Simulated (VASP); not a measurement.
# Ga: relaxation of cell and atoms with PBE

Crystal: Ga.

```
CELL_PARAMETERS angstrom
-1.48232 1.48232 1.48232
1.48232 -1.48232 1.48232
1.48232 1.48232 -1.48232
ATOMIC_POSITIONS crystal
Ga 0.00000 0.00000 0.00000
```

```
Program                : VASP 6.6.1
Task                   : relaxation of cell and atoms
Functional             : PBE
Potentials or basis    : VASP PAW PBE potentials, release 64 (Ga_d)
Cutoff                 : 600 eV
k mesh                 : 17 × 17 × 17
Occupations            : fermi-dirac, width 0.03 eV
Spin                   : no spin polarisation
Dipole correction      : no
Further INCAR settings : ALGO = Normal; EDIFF = 1e-06; IBRION = 2; EDIFFG = -0.005; NSW = 100; ISIF = 3
```

```json
{"Relaxed volume": "19.21 Å³/atom", "Relaxed cell": "a = 2.922 Å, b = 2.922 Å, c = 2.922 Å, α = 109.47°, β = 109.47°, γ = 109.47°", "Space group after relaxing (to 0.05 Å)": "Im-3m (No. 229)", "Energy gained by relaxing": "643.0 meV/atom", "Ionic steps": "6", "Pressure after relaxing": "0.0 GPa"}
```

Step by step:
```
step  energy change (eV)  largest force (eV/Å)  pressure (GPa)  volume (Å³)
   1              0.0000                0.0000           48.24        13.03
   2             -0.5985                0.0000           -4.76        21.91
   3             -0.6422                0.0000            1.06        18.89
   4             -0.6429                0.0000           -0.25        19.35
   5             -0.6430                0.0000            0.16        19.21
   6             -0.6430                0.0000            0.03        19.21
```

Final structure:
```
CELL_PARAMETERS angstrom
-1.68719 1.68719 1.68719
1.68719 -1.68719 1.68719
1.68719 1.68719 -1.68719
ATOMIC_POSITIONS crystal
Ga 0.00000 0.00000 0.00000
```

Levels at points of the mesh, in eV from the Fermi level:
```tsv
k point	band 2	band 3	band 4	band 5	band 6	band 7	band 8	band 9	band 10
(0.00, 0.00, 0.00)	-14.97	-14.97	-14.79	-14.79	-10.96	12.30	12.30	12.30	17.50
```

Wall time 59 s on 1 thread of AMD EPYC 9R45 96-Core Processor (Zen 5), with other jobs on the host, peak memory 0.13 GiB.

Caveat: the volume moved by over 15 % at a fixed basis, so the end points are rough.
